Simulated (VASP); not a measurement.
AlH7:

```
CELL_PARAMETERS angstrom
4.25786 0.00000 0.00000
0.00000 4.25786 0.00000
0.00000 0.00000 4.25786
ATOMIC_POSITIONS crystal
Al 0.50000 0.50000 0.50000
H 0.11291 0.50000 0.50000
H 0.88709 0.50000 0.50000
H 0.50000 0.11291 0.50000
H 0.50000 0.88709 0.50000
H 0.50000 0.50000 0.11291
H 0.50000 0.50000 0.88709
H 0.00000 0.00000 0.00000
```

The cell was generated, and may not be a known phase.

* Program: VASP 6.6.1
* Task: relaxation of cell and atoms
* Functional: PBE
* Potentials or basis: VASP PAW PBE potentials, release 64 (Al, H)
* Cutoff: 500 eV
* k mesh: 4 × 4 × 4
* Occupations: gaussian, width 0.2 eV
* Spin: no spin polarisation

At the start: pressure 7.8 GPa; volume 9.65 Å³/atom.

Where does the relaxation end?

Over 7 steps the energy falls by 124.2 meV/atom and the volume is 13.19 Å³/atom (+36.7 %); space group Pm-3m (No. 221, to 0.1 Å) before and after.

The path:
| step | energy change (eV) | largest force (eV/Å) | pressure (GPa) | volume (Å³) |
| --- | --- | --- | --- | --- |
| 1 | 0.0000 | 1.7809 | 7.83 | 77.19 |
| 2 | -0.6308 | 0.3502 | 6.26 | 82.58 |
| 3 | -0.6312 | 0.4412 | 6.33 | 82.76 |
| 4 | -0.8268 | 0.0207 | 3.54 | 89.06 |
| 5 | -0.9338 | 0.4807 | 0.48 | 98.52 |
| 6 | -0.9348 | 0.5297 | 0.21 | 99.56 |
| 7 | -0.9935 | 0.0431 | 0.39 | 105.49 |

Final structure:
```xyz
8
Lattice="4.7251 0.0000 0.0000 0.0000 4.7251 0.0000 0.0000 0.0000 4.7251" Properties=species:S:1:pos:R:3 pbc="T T T"
Al    2.3625    2.3625    2.3625
H     0.4105    2.3625    2.3625
H     4.3146    2.3625    2.3625
H     2.3625    0.4105    2.3625
H     2.3625    4.3146    2.3625
H     2.3625    2.3625    0.4105
H     2.3625    2.3625    4.3146
H     0.0000    0.0000    0.0000
```

Caveat: the k points lie up to 0.33 Å⁻¹ apart in the final cell; the volume moved by over 15 % at a fixed basis, so the end points are rough; the relaxation stopped at a loose force limit of 0.08 eV/Å, so its end isn't a converged minimum.
